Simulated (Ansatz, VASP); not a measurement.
One calculation of ZnS, two programs

```
Zn S
1.0
     3.79704    0.00000    0.00000
    -1.89852    3.28834    0.00000
     0.00000    0.00000   12.43597
Zn S
4 4
Direct
  0.66667 0.33333 0.75000
  0.33333 0.66667 0.25000
  0.00000 0.00000 0.50000
  0.00000 0.00000 0.00000
  0.66667 0.33333 0.93750
  0.33333 0.66667 0.43750
  0.00000 0.00000 0.68750
  0.00000 0.00000 0.18750
```

Change from the starting cell: volume scaled by 0.98.

Alike in both runs: task single point; functional PBEsol; k mesh 8 × 8 × 3; occupations fermi-dirac, width 0.05 eV; no spin polarisation.

|  | VASP | Ansatz |
| --- | --- | --- |
| version | VASP 6.6.1 | Ansatz 0.2.0 |
| potentials or method | VASP PAW PBE potentials, release 64 (Zn, S), cutoff 520 eV | all-electron LAPW, scalar-relativistic |

|  | VASP | Ansatz | Ansatz less VASP |
| --- | --- | --- | --- |
| gap on the k mesh at the Fermi level (eV) | 2.08 | 2.08 | -0.003 |
| least direct gap on the mesh (eV) | 2.08 | 2.08 | -0.003 |
| pressure (GPa) | -0.6 | -0.8 | -0.18 |
| traceless stress, the component that is largest in VASP (GPa) | -0.10 | -0.10 | -0.003 |
| rms of the force components (eV/Å) | 0.016 | 0.015 | -0.0002 |

VASP's potentials were made for PBE, not for PBEsol. Atom by atom the forces differ by 0.000 eV/Å (rms over components). Ansatz ran all-electron here, and VASP with PAW potentials.
